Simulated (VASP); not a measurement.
**AlRu: single point with PBEsol**

Crystal: AlRu.

```
Al Ru
1.0
     2.97633    0.00000    0.00000
     0.00000    2.97633    0.00000
     0.00000    0.00000    5.95265
Al Ru
2 2
Direct
  0.00000 0.00000 0.99509
  0.00000 0.00000 0.50491
  0.47413 0.50000 0.25000
  0.52587 0.50000 0.75000
```

This cell differs from its parent crystal: atoms displaced along several vibrational modes.

```
Program                : VASP 6.6.1
Task                   : single point
Functional             : PBEsol
Potentials or basis    : VASP PAW PBE potentials, release 64 (Al, Ru_pv)
Cutoff                 : 520 eV
k mesh                 : 16 × 16 × 8
Occupations            : gaussian, width 0.15 eV
Spin                   : no spin polarisation
Dipole correction      : no
Further INCAR settings : ALGO = Fast; EDIFF = 1e-07; NBANDS = 25
```

* Pressure: 0.7 GPa
* Largest force: 0.822 eV/Å
* Band gap on the k mesh: zero (bands 17 and 18 overlap by 2.92 eV)

Forces in eV/Å, atoms in the order of the input:
```
Al   0.056  0.000  0.336
Al   0.056  0.000 -0.336
Ru   0.710  0.000  0.000
Ru  -0.822  0.000  0.000
```

Stress tensor (GPa, compression positive):
```
0.51 0.00 0.00
0.00 0.79 0.00
0.00 0.00 0.85
```

Levels at points of the mesh, in eV from the Fermi level:
```csv
k point,band 14,band 15,band 16,band 17,band 18,band 19,band 20,band 21
"(0.00, 0.00, 0.00)",-1.60,0.13,0.17,0.18,0.44,2.28,6.14,6.14
"(0.50, 0.00, 0.00)",-1.35,-1.20,-1.19,-1.17,0.42,1.52,2.35,5.29
"(0.00, 0.50, 0.00)",-1.40,-1.33,-1.20,-1.17,0.42,1.53,2.32,5.34
"(0.50, 0.50, 0.00)",-1.27,-1.23,1.55,1.65,1.66,2.77,4.08,4.12
"(0.00, 0.00, 0.50)",-0.89,-0.84,-0.82,0.26,0.36,3.15,3.20,7.81
"(0.50, 0.00, 0.50)",-1.52,-1.47,-1.36,-0.52,-0.44,2.16,2.19,7.06
"(0.00, 0.50, 0.50)",-1.64,-1.43,-1.28,-0.50,-0.42,2.15,2.19,7.29
"(0.50, 0.50, 0.50)",-1.38,1.58,1.62,1.74,1.80,1.93,1.99,4.70
```

Wall time 8.7 min on 1 thread of Intel Xeon 8259CL (shared host), peak memory 0.52 GiB.

Caveat: the cell differs from its parent crystal (atoms displaced along several vibrational modes); the PAW data sets were made with another functional, which shifts forces and pressure a little.
